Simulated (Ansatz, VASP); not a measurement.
Al2O3 in VASP and in Ansatz

Contents of INCAR:

```
SYSTEM = Al2O3
PREC = Accurate ; ENCUT = 520
EDIFF = 1E-7 ; ISMEAR = 0
SIGMA = 0.1 ; LREAL = .FALSE.
LASPH = .TRUE. ; NELM = 150
ALGO = Normal ; ISIF = 2
LWAVE = .FALSE. ; LCHARG = .TRUE.
ISPIN = 2 ; MAGMOM = 0 0 1 1 1
LORBIT = 11 ; GGA = PE
LELF = .TRUE. ; LVHAR = .TRUE.
NBANDS = 24
```

KPOINTS

```
regular mesh
0
G
  6 6 4
  0 0 0
```

File POSCAR:

```
Al2O3
1.0
    4.0732359653      0.0000000000      0.0000000000
   -2.0366179827      3.5275258216      0.0000000000
    0.0000000000      0.0000000000      5.5002613316
Al O
2 3
Direct
    0.0000000000      0.0000000000      0.5000000000
    0.0000000000      0.0000000000      0.0000000000
    0.5000000000      0.0000000000      0.5000000000
    0.0000000000      0.5000000000      0.5000000000
    0.5000000000      0.5000000000      0.5000000000
```

Input for Ansatz:

```yaml
crystal:
  lattice:
    - [4.0732359653, 0.0, 0.0]
    - [-2.0366179827, 3.5275258216, 0.0]
    - [0.0, 0.0, 5.5002613316]
  atoms:
    - { symbol: Al, position: [0.0, 0.0, 0.5] }
    - { symbol: Al, position: [0.0, 0.0, 0.0] }
    - { symbol: O, position: [0.5, 0.0, 0.5], spin: 1.0 }
    - { symbol: O, position: [0.0, 0.5, 0.5], spin: 1.0 }
    - { symbol: O, position: [0.5, 0.5, 0.5], spin: 1.0 }
basis:
  ecutwfc: 420
kpoints:
  mp_grid: { grid: [6, 6, 4] }
hamiltonian:
  xc: pbe
scf:
  occupations: { method: gaussian, width: 0.1 }
  lower_state_search: "off"
output:
  forces: true
  stress: true
  eigenvalues: true
  populations: true
magnetization:
  spin_polarized: true
```

Alike in both runs: task single point; functional PBE; k mesh 6 × 6 × 4; occupations gaussian, width 0.1 eV; collinear spin.

```csv
,VASP,Ansatz
version,VASP 6.6.1,Ansatz 0.2.0
potentials or method,"VASP PAW PBE potentials, release 64 (Al, O), cutoff 520 eV","scalar-relativistic, plane waves, PAW"
valence electrons in the cell,24,24
```

```tsv
	VASP	Ansatz	Ansatz less VASP
gap on the k mesh at the Fermi level (eV)	none	none	-
pressure (GPa)	-0.1	0.0	+0.11
traceless stress, the component that is largest in VASP (GPa)	0.04	0.10	+0.056
net moment per atom (μB)	0.00	0.00	0.000
```

A gap of «none» marks a metal or a gap that the smearing closes. With one functional, cell and mesh, what is left measures potentials, basis and numerics. Ansatz's warnings: seeded moment not kept.
